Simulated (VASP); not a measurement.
The system is SnO.

```
Sn O
1.0
     3.78810    0.00000    0.00000
     0.00000    3.78810    0.00000
     0.00000    0.00000    4.85411
Sn O
2 2
Direct
  0.50000 0.00000 0.76463
  0.00000 0.50000 0.23537
  0.00000 0.00000 0.00000
  0.50000 0.50000 0.00000
```

Base run:

```yaml
Program: VASP 6.6.1
Functional: r2SCAN
Potentials_or_basis: VASP PAW PBE potentials, release 64 (Sn_d, O)
Cutoff: 520 eV
k_mesh: 7 × 7 × 6
Occupations: fermi-dirac, width 0.05 eV
Spin: no spin polarisation
```

Its results: band gap on the k mesh 0.42 eV (least direct gap 2.36 eV); pressure 2.2 GPa; largest force 0.313 eV/Å.

The run is repeated on the same cell with these changes: functional from r2SCAN to b88 exchange, pbe correlation; cutoff from 520 eV to 600 eV. What comes out?

Band gap on the k mesh 0.33 eV (least direct gap 2.06 eV); pressure 5.6 GPa; largest force 0.714 eV/Å.

Caveats: the PAW data sets were made with another functional, which shifts forces and pressure a little; spin-orbit coupling is left out, which moves the levels of the heavy elements; an odd mesh through Γ misses points on the zone boundary, where band edges can lie; the cell stands under pressure (at least some runs).
